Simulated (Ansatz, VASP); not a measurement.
## One calculation of SnSe2, two programs

INCAR

```
SYSTEM = SnSe2
PREC = Accurate
ENCUT = 520
EDIFF = 1E-7
ISMEAR = 0
SIGMA = 0.03
LREAL = .False.
LASPH = .True.
NELM = 100
ALGO = Normal
ISIF = 2
LWAVE = .False.
LCHARG = .False.
GGA = PE
IVDW = 12
NBANDS = 20
```

Contents of KPOINTS:

```
regular mesh
0
Gamma
  12 12 6
  0 0 0
```

POSCAR

```
SnSe2
1.0
    3.6470961658      0.0000000000      0.0000000000
   -1.8235480829      3.1584779297      0.0000000000
    0.0000000000      0.0000000000      6.0116311105
Sn Se
1 2
Direct
    0.0000000000      0.0000000000      0.0000000000
    0.3333333333      0.6666666667      0.2651529960
    0.6666666667      0.3333333333      0.7348470040
```

Input for Ansatz:

```yaml
crystal:
  lattice:
    - [3.6470961658, 0.0, 0.0]
    - [-1.8235480829, 3.1584779297, 0.0]
    - [0.0, 0.0, 6.0116311105]
  atoms:
    - { symbol: Sn, position: [0.0, 0.0, 0.0] }
    - { symbol: Se, position: [0.3333333333, 0.6666666667, 0.265152996] }
    - { symbol: Se, position: [0.6666666667, 0.3333333333, 0.734847004] }
basis:
  ecutwfc: 420
kpoints:
  mp_grid: { grid: [12, 12, 6] }
hamiltonian:
  xc: pbe
  dispersion: d3bj
scf:
  occupations: { method: gaussian, width: 0.03 }
output:
  forces: true
  stress: true
  eigenvalues: true
  write_density: true
  write_potential: true
  elf: true
  volumetric_format: npy
```

Change from the starting cell: strain -0.050 along x and y, +0.000 along z, atoms carried along.

Alike in both runs: task single point; functional PBE; dispersion D3(BJ); k mesh 12 × 12 × 6; occupations gaussian, width 0.03 eV; no spin polarisation.

```csv
,VASP,Ansatz
version,VASP 6.6.1,Ansatz 0.2.0
potentials or method,"VASP PAW PBE potentials, release 64 (Sn_d, Se), cutoff 520 eV","scalar-relativistic, plane waves, PAW"
valence electrons in the cell,26,46
```

```csv
,VASP,Ansatz,Ansatz less VASP
gap on the k mesh at the Fermi level (eV),0.47,0.47,+0.003
least direct gap on the mesh (eV),1.25,1.25,+0.004
pressure (GPa),8.8,8.7,-0.12
"traceless stress, the component that is largest in VASP (GPa)",-2.53,-2.55,-0.026
rms of the force components (eV/Å),0.310,0.300,-0.0101
```

Atom by atom the forces differ by 0.010 eV/Å (rms over components). VASP's potentials hold 26 valence electrons a cell and Ansatz's 46, so a difference there can come from the potentials and not from the codes.
